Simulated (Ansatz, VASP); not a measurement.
**H7C2SN in VASP and in Ansatz**

```
H C S N
1.0
     2.59062   -4.66336    0.01394
     2.59062    4.66336    0.01394
    -1.61071    0.00000    8.60276
H C S N
14 4 2 2
Direct
  0.98272 0.15818 0.57567
  0.15818 0.98272 0.07567
  0.18612 0.25275 0.41933
  0.25275 0.18612 0.91933
  0.89790 0.71164 0.29749
  0.71164 0.89790 0.79749
  0.69066 0.61614 0.45359
  0.61614 0.69066 0.95359
  0.51650 0.93395 0.39353
  0.93395 0.51650 0.89353
  0.42196 0.67789 0.23303
  0.67789 0.42196 0.73303
  0.72062 0.03664 0.23917
  0.03664 0.72062 0.73917
  0.07265 0.07583 0.49040
  0.07583 0.07265 0.99040
  0.81603 0.79635 0.38625
  0.79635 0.81603 0.88625
  0.33890 0.00463 0.59072
  0.00463 0.33890 0.09072
  0.60610 0.86587 0.30701
  0.86587 0.60610 0.80701
```

Alike in both runs: functional PBE; dispersion D3(BJ); k mesh 4 × 4 × 4; occupations gaussian, width 0.1 eV; no spin polarisation.

Ansatz relaxed the structure, and its values are those at the end. VASP's run is a single point on that final structure, the one shown.

|  | VASP | Ansatz |
| --- | --- | --- |
| version | VASP 6.6.1 | Ansatz 0.2.0 |
| potentials or method | VASP PAW PBE potentials, release 64 (H, C, S, N), cutoff 520 eV | scalar-relativistic, plane waves, PAW |
| valence electrons in the cell | 52 | 52 |

```csv
,VASP,Ansatz,Ansatz less VASP
gap on the k mesh at the Fermi level (eV),3.73,3.72,-0.013
least direct gap on the mesh (eV),3.73,3.72,-0.013
pressure (GPa),-0.2,-0.1,+0.15
rms of the force components (eV/Å),0.024,0.010,-0.0140
```
